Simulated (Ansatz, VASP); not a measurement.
Zn6O: VASP beside Ansatz

```
Zn O
1.0
     2.90000    0.00000    0.00000
    -1.45000    2.51147    0.00000
     0.00000    0.00000   12.70000
Zn O
6 1
Direct
  0.33333 0.66667 0.23200
  0.00000 0.00000 0.00000
  0.00000 0.00000 0.38600
  0.33333 0.66667 0.53900
  0.00000 0.00000 0.69300
  0.33333 0.66667 0.84600
  0.33333 0.66667 0.07900
```

Alike in both runs: task relaxation of cell and atoms; functional PBE; k mesh 6 × 6 × 2; occupations gaussian, width 0.2 eV; no spin polarisation.

```csv
,VASP,Ansatz
version,VASP 6.6.1,Ansatz 0.2.0
potentials or method,"VASP PAW PBE potentials, release 64 (Zn, O), cutoff 600 eV","scalar-relativistic, plane waves, PAW"
valence electrons in the cell,78,78
```

Ansatz gave:

- gap on the k mesh at the Fermi level, each at its own relaxed structure (eV): none
- relaxed volume (Å³/atom): 14.62
- relaxed cell length with the largest relative difference (Å): 2.996

Question: Which values does VASP return?

Answer: gap on the k mesh at the Fermi level, each at its own relaxed structure (eV): none; relaxed volume (Å³/atom): 14.79; relaxed cell length with the largest relative difference (Å): 3.021.

A gap of «none» marks a metal or a gap that the smearing closes.

The k mesh is coarse, so the values compare programs but aren't converged.
